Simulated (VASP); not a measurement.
Cu: single point with PBE

Crystal: Cu.

```
CELL_PARAMETERS angstrom
2.19991 0.00000 0.00000
-1.09996 1.90518 0.00000
0.00000 0.00000 2.11094
ATOMIC_POSITIONS crystal
Cu 0.00000 0.00000 0.00000
```

This cell differs from its parent crystal: volume scaled by 0.68.

```yaml
Program: VASP 6.6.1
Task: single point
Functional: PBE
Potentials_or_basis: VASP PAW PBE potentials, release 64 (Cu)
Cutoff: 520 eV
k_mesh: 17 × 17 × 16
Occupations: fermi-dirac, width 0.05 eV
Spin: no spin polarisation
Dipole_correction: no
Further_INCAR_settings: ALGO = Normal; EDIFF = 1e-06; NBANDS = 12
```

```json
{
 "Pressure": "118.9 GPa"
}
```

Stress tensor (GPa, compression positive):
```
119.10   0.00   0.00
  0.00 119.10   0.00
  0.00   0.00 118.50
```

Levels at points of the mesh, in eV from the Fermi level:
```
           k point  band 3  band 4  band 5  band 6  band 7  band 8  band 9  band 10
(0.00, 0.00, 0.00)   -4.19   -4.19   -1.78   -1.78   21.36   25.28   27.20    30.35
(0.00, 0.00, 0.50)   -3.83   -3.54   -3.07   -3.07    3.43   30.93   34.32    34.32
```

Run time: 8.7 s on 1 thread of Intel(R) Xeon(R) 6975P-C (Granite Rapids), with other jobs on the host, peak memory 0.13 GiB.
